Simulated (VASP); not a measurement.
Wanted: the native input for a VASP 6.6.1 run.

| Property | Result |
| --- | --- |
| Task | single point |
| Functional | PBEsol |
| Dispersion | D3(BJ) |
| Potentials or basis | VASP PAW PBE potentials, release 64 (W_sv, S) |
| Cutoff | 520 eV |
| k mesh | 12 × 12 × 12 |
| Occupations | gaussian, width 0.05 eV |
| Spin | no spin polarisation |
| Dipole correction | no |
| Further INCAR settings | ALGO = Normal; EDIFF = 1e-06; NBANDS = 20 |

The structure of WS2 lies in POSCAR:

```
WS2
1.0
    1.5000503651      0.8660544821      5.8551635000
   -1.5000503651      0.8660544821      5.8551635000
    0.0000000000     -1.7321089641      5.8551635000
W S
1 2
Direct
    0.0000000000      0.0000000000      0.0000000000
    0.7503000000      0.7503000000      0.7503000000
    0.5810000000      0.5810000000      0.5810000000
```

This cell differs from its parent crystal: strain -0.050 along x and y, -0.050 along z.

These files were run (other wordings do the same):

INCAR

```
PREC     = Accurate       # precision mode
ENCUT    = 520            # plane-wave cutoff, eV
EDIFF    = 1E-6           # SCF threshold, eV
ISMEAR   = 0              # smearing method
SIGMA    = 0.05           # smearing width, eV
LREAL    = False          # projectors in reciprocal space
LASPH    = True           # aspherical terms in the spheres
NELM     = 80             # most SCF steps
ALGO     = Normal         # electronic algorithm
ISIF     = 2              # what is computed and relaxed
LWAVE    = False          # write WAVECAR
LCHARG   = True           # write CHGCAR
GGA      = PS             # functional
IVDW     = 12             # dispersion correction
LELF     = True           # ELF
LVHAR    = True         
NBANDS   = 20             # bands
```

KPOINTS

```
Automatic mesh
0
Gamma
  12 12 12
```

Potentials or basis: VASP PAW PBE potentials, release 64 (W_sv, S).

Command:

```bash
$ cat potpaw_PBE.64/W_sv/POTCAR potpaw_PBE.64/S/POTCAR > POTCAR
$ mpirun -np 1 vasp_std > vasp.out
```

It gave:

| Item | Value |
| --- | --- |
| Pressure | 30.6 GPa |
| Largest force | 3.793 eV/Å |
| Band gap on the k mesh | 0.80 eV, indirect (least direct gap 2.29 eV) |
| Dispersion energy per atom | -0.450 eV |

Caveat: the cell differs from its parent crystal (strain -0.050 along x and y, -0.050 along z); the PAW data sets were made with another functional, which shifts forces and pressure a little; spin-orbit coupling is left out, which moves the levels of the heavy elements.

Run time: 7.9 min on 1 thread of Intel(R) Xeon(R) Platinum 8259CL CPU @ 2.50GHz (Skylake/Cascade Lake), with other jobs on the host, peak memory 0.42 GiB.
